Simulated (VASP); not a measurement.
# Cd4S3 (P-43m) in VASP: a series of runs

Runs on Cd4S3. Level: PBE. Tasks: single point, relaxation of cell and atoms.

All numbers are computed with VASP 6.6.1; they aren't measurements. Logs are shortened: lines on timing, memory, paths and dates and some standing lists are left out, and cuts for length are marked.

## Step 1: The cell of the first run

It takes space group P-43m (No. 215, cubic). Conventional cell: a = 5.540 Å, b = 5.540 Å, c = 5.540 Å, α = 90.00°, β = 90.00°, γ = 90.00°. Cd (site symmetry 3m) has 3 S at 2.56 Å and 3 Cd at 3.27 Å within 3.4 Å. S (site symmetry -42m) has 4 Cd at 2.56 Å within 3.4 Å.

## Step 2: Single point, PBE

Contents of INCAR:

```
ALGO = Normal
EDIFF = 1E-6
ENCUT = 520
GGA = PE
ISIF = 2
ISMEAR = 0
LASPH = True
LCHARG = False
LREAL = False
LWAVE = False
NBANDS = 42
NELM = 100
PREC = Accurate
SIGMA = 0.2
```

Contents of KPOINTS:

```
k-points
0
Gamma
  3 3 3
```

Contents of POSCAR:

```
Cd4S3
1.0
    5.5401844866      0.0000000000      0.0000000000
    0.0000000000      5.5401844866      0.0000000000
    0.0000000000      0.0000000000      5.5401844866
Cd S
4 3
Direct
    0.2914982541      0.7085017459      0.2914982541
    0.7085017459      0.2914982541      0.2914982541
    0.2914982541      0.2914982541      0.7085017459
    0.7085017459      0.7085017459      0.7085017459
    0.0000000000      0.0000000000      0.5000000000
    0.5000000000      0.0000000000      0.0000000000
    0.0000000000      0.5000000000      0.0000000000
```

Potentials or basis: VASP PAW PBE potentials, release 64 (Cd, S).

The run is started by

```bash
> cat potpaw_PBE.64/Cd/POTCAR potpaw_PBE.64/S/POTCAR > POTCAR
> mpirun -np 1 vasp_std > vasp.out
```

OUTCAR:

```text
EDIFF = 1E-6
   ENCUT = 520
   GGA = PE
   ISIF = 2
   ISMEAR = 0
   LASPH = True
   LREAL = False
   NELM = 100
   PREC = Accurate

 ion  position               nearest neighbor table
   1  0.291  0.709  0.291-   5 2.56   6 2.56   7 2.56   2 3.27   3 3.27   4 3.27
   2  0.709  0.291  0.291-   5 2.56   6 2.56   7 2.56   1 3.27   3 3.27   4 3.27
   3  0.291  0.291  0.709-   5 2.56   6 2.56   7 2.56   1 3.27   2 3.27   4 3.27
   4  0.709  0.709  0.709-   5 2.56   6 2.56   7 2.56   1 3.27   2 3.27   3 3.27
   5  0.000  0.000  0.500-   1 2.56   2 2.56   3 2.56   4 2.56
   6  0.500  0.000  0.000-   1 2.56   2 2.56   3 2.56   4 2.56
   7  0.000  0.500  0.000-   1 2.56   2 2.56   3 2.56   4 2.56

  LATTYP: Found a simple cubic cell.
 ALAT       =     5.5401844866

  Lattice vectors:

 A1 = (   5.5401844866,   0.0000000000,   0.0000000000)
 A2 = (   0.0000000000,   5.5401844866,   0.0000000000)
 A3 = (   0.0000000000,   0.0000000000,   5.5401844866)

Analysis of symmetry for initial positions (statically):
=====================================================================
 Subroutine PRICEL returns:
 Original cell was already a primitive cell.

 Routine SETGRP: Setting up the symmetry group for a
 simple cubic supercell.

 Subroutine GETGRP returns: Found 24 space group operations
 (whereof 24 operations were pure point group operations)
 out of a pool of 48 trial point group operations.

The static configuration has the point symmetry T_d .

Analysis of symmetry for dynamics (positions and initial velocities):
=====================================================================
 Subroutine PRICEL returns:
 Original cell was already a primitive cell.

 Routine SETGRP: Setting up the symmetry group for a
 simple cubic supercell.

 Subroutine GETGRP returns: Found 24 space group operations
 (whereof 24 operations were pure point group operations)
 out of a pool of 48 trial point group operations.

The dynamic configuration has the point symmetry T_d .

 Subroutine INISYM returns: Found 24 space group operations
 (whereof 24 operations are pure point group operations),
 and found     1 'primitive' translations

----------------------------------------------------------------------------------------

                                     Primitive cell

  volume of cell :     170.0485

  direct lattice vectors                    reciprocal lattice vectors
[... 81 lines left out ...]
   NFREE  =      0    steps in history (QN), initial steepest desc. (CG)
   ISIF   =      2    stress and relaxation
   ISYM   =      2    0-nonsym 1-usesym 2-fastsym
   POTIM  = 0.5000    time-step for ionic-motion
   TEBEG  =    0.0;   TEEND  =   0.0 temperature during run
   PSTRESS=    0.0 pullay stress
   NELECT =      66.0000    total number of electrons
   NUPDOWN=      -1.0000    fix difference up-down
   EMIN   =  10.00;   EMAX   =-10.00  energy-range for DOS
   EFERMI =   0.00;   METHOD = LEGACY
   ISMEAR =     0;   SIGMA  =   0.20  broadening in eV -4-tet -1-fermi 0-gaus
   EFERMI_NEDOS =   21; number of points for ismear=-14 and -15
   IALGO  =     38    algorithm
   IMIX   =      4    mixing-type and parameters
     AMIX     =   0.40;   BMIX     =  1.00
     AMIX_MAG =   1.60;   BMIX_MAG =  1.00
  volume/ion in A,a.u.               =      24.29       163.93
  Fermi-wavevector in a.u.,A,eV,Ry     =   1.194168  2.256649 19.402398  1.426036
  Thomas-Fermi vector in A             =   2.330164
   LORBIT       =      0    0 simple, 1 ext, 2 COOP (PROOUT), +10 PAW based schemes
   GGA     = PE    functional components
   LHFCALC =     F    Hartree Fock is set to
   AEXX    =    0.0000 exact exchange contribution
   IVDW    =     0    specifies the selected vdW correction
   LEPSILON=     F    determine dielectric tensor
   LRPA    =     F    only Hartree local field effects (RPA)
 non-spin polarized calculation
 Gauss-broadening in eV      SIGMA  =   0.20
  energy-cutoff  :      520.00
  volume of cell :      170.05
 maximum number of plane-waves:      4625
 NGX is ok and might be reduce to    42
   NGX = 21   NGY = 21   NGZ = 21

 number of electron      65.9999951 magnetization

 Free energy of the ion-electron system (eV)
  ---------------------------------------------------
  ext. energy  EPLUGINS =         0.00000000
  ---------------------------------------------------
  free energy    TOTEN  =       -17.96625398 eV

  energy without entropy =      -17.96625398  energy(sigma->0) =      -17.96625398

 E-fermi :   2.1342     XC(G=0):  -9.5202

 val. band max:        1.2623800051   @ k =   0.3333   0.3333   0.0000
 cond. band min:       2.9884136813   @ k =   0.3333   0.0000   0.0000
 fundamental gap:      1.7260336762
 Fermi energy:         2.1341626063

 k-point     1 :       0.0000    0.0000    0.0000
  band No.  band energies     occupation
      1     -10.7855      2.00000
      2     -10.2026      2.00000
      3     -10.2026      2.00000
      4      -6.4802      2.00000
      5      -6.4802      2.00000
      6      -6.4802      2.00000
[... 169 lines left out ...]
     41       8.0033      0.00000
     42       8.7148      0.00000

------------------------ aborting loop because EDIFF is reached ----------------------------------------

  FORCE on cell =-STRESS in cart. coord.  units (eV):
  Direction    XX          YY          ZZ          XY          YZ          ZX
  --------------------------------------------------------------------------------------
  -------------------------------------------------------------------------------------
  Total        0.9564472      0.9564472      0.9564472      0.0000000     -0.0000000     -0.0000000
  in kB        9.0115374      9.0115374      9.0115374      0.0000000     -0.0000000     -0.0000000
  external PRESSURE =       9.0115374 kB  Pullay stress =       0.0000000 kB

 VOLUME and BASIS-vectors are now :
 -----------------------------------------------------------------------------
  energy-cutoff  :      520.00
  volume of cell :      170.05
      direct lattice vectors                 reciprocal lattice vectors
     5.540184487  0.000000000  0.000000000     0.180499404  0.000000000  0.000000000
     0.000000000  5.540184487  0.000000000     0.000000000  0.180499404  0.000000000
     0.000000000  0.000000000  5.540184487     0.000000000  0.000000000  0.180499404

 POSITION                                       TOTAL-FORCE (eV/Angst)
 -----------------------------------------------------------------------------------
      1.61495      3.92523      1.61495        -0.023118      0.023118     -0.023118
      3.92523      1.61495      1.61495         0.023118     -0.023118     -0.023118
      1.61495      1.61495      3.92523        -0.023118     -0.023118      0.023118
      3.92523      3.92523      3.92523         0.023118      0.023118      0.023118
      0.00000      0.00000      2.77009        -0.000000      0.000000     -0.000000
      2.77009      0.00000      0.00000         0.000000      0.000000     -0.000000
      0.00000      2.77009      0.00000         0.000000      0.000000     -0.000000
 -----------------------------------------------------------------------------------
    total drift:                               -0.000000     -0.000000      0.000000

  FREE ENERGIE OF THE ION-ELECTRON SYSTEM (eV)
  ---------------------------------------------------
  free  energy   TOTEN  =       -17.9662539828 eV

  energy  without entropy=      -17.9662539822  energy(sigma->0) =      -17.96625398
```

stdout:

```text
POSCAR found type information on POSCAR CdS
 POSCAR found :  2 types and       7 ions
 scaLAPACK will be used
 LDA part: xc-table for (Slater+PW92), standard interpolation
 POSCAR, INCAR and KPOINTS ok, starting setup
 FFT: planning ... GRIDC
 FFT: planning ... GRID_SOFT
 FFT: planning ... GRID
 WAVECAR not read
 entering main loop
```

Run time: 22 s. Hardware: 1 thread of Intel Xeon 6975P-C (Granite Rapids), shared host; peak memory 0.25 GiB.

Results:

```yaml
Free_energy: -17.9663 eV
Pressure: 0.9 GPa
Largest_force: 0.040 eV/Å
Band_gap_on_the_k_mesh: 1.73 eV, indirect (least direct gap 2.02 eV)
```

Forces in eV/Å, atoms in the order of the input:
```
Cd  -0.023  0.023 -0.023
Cd   0.023 -0.023 -0.023
Cd  -0.023 -0.023  0.023
Cd   0.023  0.023  0.023
S    0.000  0.000  0.000
S    0.000  0.000  0.000
S    0.000  0.000  0.000
```

A k mesh can miss the band edges.

## Step 3: Single point, PBE

This run uses another cell than the first one, of 24.66 Å³/atom, 1.015 times its volume.

Contents of INCAR:

```
SYSTEM = Cd4S3
PREC = Accurate ; ENCUT = 520
EDIFF = 1E-6 ; ISMEAR = 0
SIGMA = 0.2 ; LREAL = .False.
LASPH = .True. ; NELM = 80
ALGO = Normal ; ISIF = 2
LWAVE = .False. ; LCHARG = .True.
GGA = PE ; LELF = .True.
LVHAR = .True. ; NBANDS = 42
```

Contents of KPOINTS:

```
regular mesh
0
Gamma
  3 3 3
  0 0 0
```

Contents of POSCAR:

```
Cd4S3
1.0
    5.5679571750      0.0000000000      0.0000000000
    0.0000000000      5.5679571750      0.0000000000
    0.0000000000      0.0000000000      5.5679571750
Cd S
4 3
Direct
    0.7893312680      0.7893312680      0.2106687320
    0.7893312680      0.2106687320      0.7893312680
    0.2106687320      0.7893312680      0.7893312680
    0.2106687320      0.2106687320      0.2106687320
    0.5000000000      0.0000000000      0.5000000000
    0.0000000000      0.5000000000      0.5000000000
    0.5000000000      0.5000000000      0.0000000000
```

Potentials or basis: VASP PAW PBE potentials, release 64 (Cd, S).

The run is started by

```bash
> cat potpaw_PBE.64/Cd/POTCAR potpaw_PBE.64/S/POTCAR > POTCAR
> mpirun -np 1 vasp_std > vasp.out
```

Run time: 25 s. Hardware: 1 thread of Intel Xeon 6975P-C (Granite Rapids), shared host; peak memory 0.25 GiB.

The run converged. Its results:

- Free energy: -17.9791 eV
- Pressure: 0.5 GPa
- Band gap on the k mesh: 1.69 eV, indirect (least direct gap 2.00 eV)

Levels at points of the mesh, in eV from the valence-band top:
```tsv
k point	band 29	band 30	band 31	band 32	band 33	band 34	band 35	band 36	band 37	band 38
(0.00, 0.00, 0.00)	-1.51	-1.51	-0.38	-0.38	-0.38	3.12	3.12	4.06	4.06	4.06
```

[end of part 1 of 2]
